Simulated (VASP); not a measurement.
# CaO (I4mm) in VASP: further runs, part 2 of 2

VASP 6.6.1. The steps go on from the part before.

### Step 4. Single point, PBE (all Ca atoms moved -0.250 Å, as atom 1 along Cartesian [1 0 0])

Input file INCAR:

```
ALGO     = Normal         # electronic algorithm
EDIFF    = 1E-6           # SCF threshold, eV
ENCUT    = 520            # plane-wave cutoff, eV
GGA      = PE             # functional
ISIF     = 2              # what is computed and relaxed
ISMEAR   = 0              # smearing method
LASPH    = True           # aspherical terms in the spheres
LCHARG   = False          # write CHGCAR
LREAL    = False          # projectors in reciprocal space
LWAVE    = False          # write WAVECAR
NBANDS   = 15             # bands
NELM     = 100            # most SCF steps
PREC     = Accurate       # precision mode
SIGMA    = 0.05           # smearing width, eV
```

Input file KPOINTS:

```
k-points
0
Gamma
  8 8 8
```

Input file POSCAR:

```
CaO
1.0
    0.0000000000      2.4490000000      2.4490000000
    2.4490000000      0.0000000000      2.4490000000
    2.4490000000      2.4490000000      0.0000000000
Ca O
1 1
Direct
    0.0510412413     -0.0510412413     -0.0510412413
    0.5000000000      0.5000000000      0.5000000000
```

Launch:

```console
> cat potpaw_PBE.64/Ca_sv/POTCAR potpaw_PBE.64/O/POTCAR > POTCAR
> mpirun -np 1 vasp_std > vasp.out
```

Wall time 12 s (1 thread of AMD EPYC 9R45 (Zen 5), shared host); peak memory 0.14 GiB.

Results (log left out):

```yaml
Free_energy: -12.7071 eV
Pressure: -1.1 GPa
Largest_force: 0.841 eV/Å
Band_gap_on_the_k_mesh: 3.84 eV, indirect (least direct gap 4.08 eV)
```

Forces on the atoms (eV/Å):
```
Ca   0.841  0.000  0.000
O   -0.841  0.000  0.000
```

Stress tensor (GPa, compression positive):
```
 4.04  0.00  0.00
 0.00 -3.75  0.00
 0.00  0.00 -3.75
```

Levels at points of the mesh, in eV from the valence-band top:
| k point | band 5 | band 6 | band 7 | band 8 | band 9 | band 10 | band 11 | band 12 |
| --- | --- | --- | --- | --- | --- | --- | --- | --- |
| (0.00, 0.00, 0.00) | -15.23 | -0.01 | 0.00 | 0.00 | 4.39 | 6.31 | 6.53 | 6.53 |
| (0.50, 0.00, 0.00) | -14.26 | -2.33 | -0.93 | -0.90 | 6.89 | 7.74 | 8.32 | 8.57 |
| (0.50, 0.50, 0.00) | -14.96 | -1.18 | -0.52 | -0.24 | 4.26 | 7.69 | 8.92 | 9.37 |
| (0.00, 0.50, 0.50) | -14.91 | -1.05 | -0.24 | -0.24 | 3.84 | 7.55 | 8.81 | 9.37 |

Caveat: the cell differs from its parent crystal (all Ca atoms moved -0.250 Å, as atom 1 along Cartesian [1 0 0]).

### Step 5. Single point, PBE (all Ca atoms moved +0.125 Å, as atom 1 along Cartesian [1 0 0])

Input file INCAR:

```
ALGO = Normal ; EDIFF = 1E-6
ENCUT = 520 ; GGA = PE
ISIF = 2 ; ISMEAR = 0
LASPH = T ; LCHARG = F
LREAL = F ; LWAVE = F
NBANDS = 15 ; NELM = 80
PREC = Accurate ; SIGMA = 0.05
```

KPOINTS is that of step 4.

Edit POSCAR of step 4 so:

```diff
@@ -8,3 +8,3 @@
 Direct
-    0.0510412413     -0.0510412413     -0.0510412413
+   -0.0255206207      0.0255206207      0.0255206207
     0.5000000000      0.5000000000      0.5000000000
```

Launch:

```console
> cat potpaw_PBE.64/Ca_sv/POTCAR potpaw_PBE.64/O/POTCAR > POTCAR
> mpirun -np 1 vasp_std > vasp.out
```

Wall time 11 s (1 thread of AMD EPYC 9R45 (Zen 5), shared host); peak memory 0.14 GiB.

Results (log left out):

| Quantity | Value |
| --- | --- |
| Free energy | -12.7762 eV |
| Pressure | -3.0 GPa |
| Largest force | 0.317 eV/Å |
| Band gap on the k mesh | 3.69 eV, indirect (least direct gap 4.04 eV) |

Forces in eV/Å, atoms in the order of the input:
```
Ca  -0.317  0.000  0.000
O    0.317  0.000  0.000
```

Stress tensor (GPa, compression positive):
```
-1.73  0.00  0.00
 0.00 -3.62  0.00
 0.00  0.00 -3.62
```

Levels at points of the mesh, in eV from the valence-band top:
```
           k point  band 6  band 7  band 8  band 9  band 10  band 11
(0.00, 0.00, 0.00)    0.00    0.00    0.00    4.30     6.14     6.20
(0.50, 0.00, 0.00)   -2.46   -1.05   -1.05    6.82     7.85     8.11
(0.50, 0.50, 0.00)   -1.28   -0.42   -0.35    3.81     7.65     8.66
(0.00, 0.50, 0.50)   -1.25   -0.35   -0.35    3.69     7.62     8.63
```

Caveat: the cell differs from its parent crystal (all Ca atoms moved +0.125 Å, as atom 1 along Cartesian [1 0 0]). A k mesh can miss the band edges.

### Step 6. Single point, PBE (all Ca atoms moved +0.438 Å, as atom 1 along Cartesian [1 0 0])

Input file INCAR:

```
PREC = Accurate ; ENCUT = 520
EDIFF = 1E-7 ; ISMEAR = 0
SIGMA = 0.05 ; LREAL = F
LASPH = T ; NELM = 80
ALGO = Normal ; ISIF = 2
LWAVE = F ; LCHARG = T
GGA = PE ; LELF = T
LVHAR = T ; NBANDS = 15
```

Input file KPOINTS:

```
Automatic mesh
0
Gamma
  8 8 8
```

Edit POSCAR of step 5 so:

```diff
@@ -8,3 +8,3 @@
 Direct
-   -0.0255206207      0.0255206207      0.0255206207
+   -0.0893221723      0.0893221723      0.0893221723
     0.5000000000      0.5000000000      0.5000000000
```

Potentials or basis: VASP PAW PBE potentials, release 64 (Ca_sv, O).

Launch:

```console
> cat potpaw_PBE.64/Ca_sv/POTCAR potpaw_PBE.64/O/POTCAR > POTCAR
> mpirun -np 1 vasp_std > vasp.out
```

OUTCAR:

```text
PREC = Accurate
   ENCUT = 520
   EDIFF = 1E-7
   ISMEAR = 0
   LREAL = F
   LASPH = T
   NELM = 80
   ISIF = 2
   GGA = PE

 ion  position               nearest neighbor table
   1  0.911  0.089  0.089-   2 2.01   2 2.49   2 2.49   2 2.49   2 2.49
   2  0.500  0.500  0.500-   1 2.01   1 2.49   1 2.49   1 2.49   1 2.49

  LATTYP: Found a face centered cubic cell.
 ALAT       =     4.8980000000

  Lattice vectors:

 A1 = (   0.0000000000,   2.4490000000,   2.4490000000)
 A2 = (   2.4490000000,   0.0000000000,   2.4490000000)
 A3 = (   2.4490000000,   2.4490000000,   0.0000000000)

Analysis of symmetry for initial positions (statically):
=====================================================================
 Subroutine PRICEL returns:
 Original cell was already a primitive cell.

 Routine SETGRP: Setting up the symmetry group for a
 face centered cubic supercell.

 Subroutine GETGRP returns: Found  8 space group operations
 (whereof  8 operations were pure point group operations)
 out of a pool of 48 trial point group operations.

[... 173 lines left out ...]
      2     -16.7022      2.00000
      3     -16.4165      2.00000
      4     -16.4165      2.00000
      5     -13.2377      2.00000
      6       1.5304      2.00000
      7       1.5304      2.00000
      8       1.5802      2.00000
      9       6.1459      0.00000
     10       8.2868      0.00000
     11       8.9531      0.00000
     12       8.9531      0.00000
     13       9.6898      0.00000
     14      10.8429      0.00000
[... 401 lines left out ...]
      2     -17.2824      2.00000
      3     -16.7196      2.00000
      4     -16.5722      2.00000
      5     -12.5746      2.00000
      6       0.1630      2.00000
      7       0.7500      2.00000
      8       1.3159      2.00000
      9       7.6010      0.00000
     10       9.6670      0.00000
     11      10.1626      0.00000
     12      10.7724      0.00000
     13      11.8901      0.00000
     14      13.0118      0.00000
     15      15.4017      0.00000

 [... further k-points ...]

------------------------ aborting loop because EDIFF is reached ----------------------------------------

  FORCE on cell =-STRESS in cart. coord.  units (eV):
  Direction    XX          YY          ZZ          XY          YZ          ZX
  --------------------------------------------------------------------------------------
  -------------------------------------------------------------------------------------
  Total        4.1314924     -0.6785574     -0.6785574     -0.0000000      0.0000000      0.0000000
  in kB      225.3311293    -37.0084449    -37.0084449     -0.0000000      0.0000000      0.0000000
  external PRESSURE =      50.4380798 kB  Pullay stress =       0.0000000 kB

 VOLUME and BASIS-vectors are now :
 -----------------------------------------------------------------------------
  energy-cutoff  :      520.00
  volume of cell :       29.38
      direct lattice vectors                 reciprocal lattice vectors
     0.000000000  2.449000000  2.449000000    -0.204164965  0.204164965  0.204164965
     2.449000000  0.000000000  2.449000000     0.204164965 -0.204164965  0.204164965
     2.449000000  2.449000000  0.000000000     0.204164965  0.204164965 -0.204164965

 POSITION                                       TOTAL-FORCE (eV/Angst)
 -----------------------------------------------------------------------------------
      0.43750      2.44900      2.44900        -2.529628      0.000000      0.000000
      2.44900      2.44900      2.44900         2.529628      0.000000      0.000000
 -----------------------------------------------------------------------------------
    total drift:                               -0.000016      0.000000      0.000000

  FREE ENERGIE OF THE ION-ELECTRON SYSTEM (eV)
  ---------------------------------------------------
  free  energy   TOTEN  =       -12.4138395964 eV

  energy  without entropy=      -12.4138395964  energy(sigma->0) =      -12.41383960
```

OSZICAR:

```text
N       E                     dE             d eps       ncg     rms          rms(c)
DAV:   1     0.114632817453E+03    0.11463E+03   -0.75642E+03  1770   0.104E+03
DAV:   2    -0.785694671745E+01   -0.12249E+03   -0.11460E+03  2127   0.287E+02
DAV:   3    -0.140294268485E+02   -0.61725E+01   -0.61116E+01  2579   0.620E+01
DAV:   4    -0.143389443683E+02   -0.30952E+00   -0.30941E+00  2214   0.111E+01
DAV:   5    -0.143405916392E+02   -0.16473E-02   -0.16473E-02  2408   0.918E-01    0.895E+00
DAV:   6    -0.125156253283E+02    0.18250E+01   -0.60792E+00  1903   0.232E+01    0.386E+00
DAV:   7    -0.124154006987E+02    0.10022E+00   -0.45758E-01  1987   0.736E+00    0.187E+00
DAV:   8    -0.124133861087E+02    0.20146E-02   -0.87429E-02  2190   0.317E+00    0.295E-01
DAV:   9    -0.124129919497E+02    0.39416E-03   -0.53688E-03  2005   0.618E-01    0.122E-01
DAV:  10    -0.124137434905E+02   -0.75154E-03   -0.94411E-04  2050   0.243E-01    0.294E-02
DAV:  11    -0.124138300589E+02   -0.86568E-04   -0.10575E-04  2183   0.840E-02    0.181E-02
DAV:  12    -0.124138398829E+02   -0.98240E-05   -0.18025E-05  1931   0.368E-02    0.270E-03
DAV:  13    -0.124138396739E+02    0.20901E-06   -0.50174E-07  2202   0.769E-03    0.104E-03
DAV:  14    -0.124138395964E+02    0.77490E-07   -0.82324E-08  1828   0.256E-03
   1 F= -.12413840E+02 E0= -.12413840E+02  d E =-.118779E-15
```

Wall time 14 s (1 thread of AMD EPYC 9R45 (Zen 5), shared host); peak memory 0.14 GiB.

What came out:

* Free energy: -12.4138 eV
* Pressure: 5.0 GPa
* Largest force: 2.530 eV/Å
* Band gap on the k mesh: 4.03 eV, indirect (least direct gap 4.21 eV)

Forces on the atoms (eV/Å):
```
Ca  -2.530  0.000  0.000
O    2.530  0.000  0.000
```

Levels at points of the mesh, in eV from the valence-band top:
```csv
k point,band 6,band 7,band 8,band 9,band 10,band 11
"(0.00, 0.00, 0.00)",-0.20,-0.20,-0.15,4.42,6.56,7.23
"(0.50, 0.00, 0.00)",-2.20,-0.84,-0.72,6.82,7.75,8.68
"(0.50, 0.50, 0.00)",-1.10,-0.89,-0.14,5.20,7.59,9.44
"(0.00, 0.50, 0.50)",-0.68,-0.18,-0.18,4.03,7.03,9.11
```

Caveat: the cell differs from its parent crystal (all Ca atoms moved +0.438 Å, as atom 1 along Cartesian [1 0 0]); forces of over 1 eV/Å act on the atoms, so gaps and moduli don't describe the material at rest. A k mesh can miss the band edges.
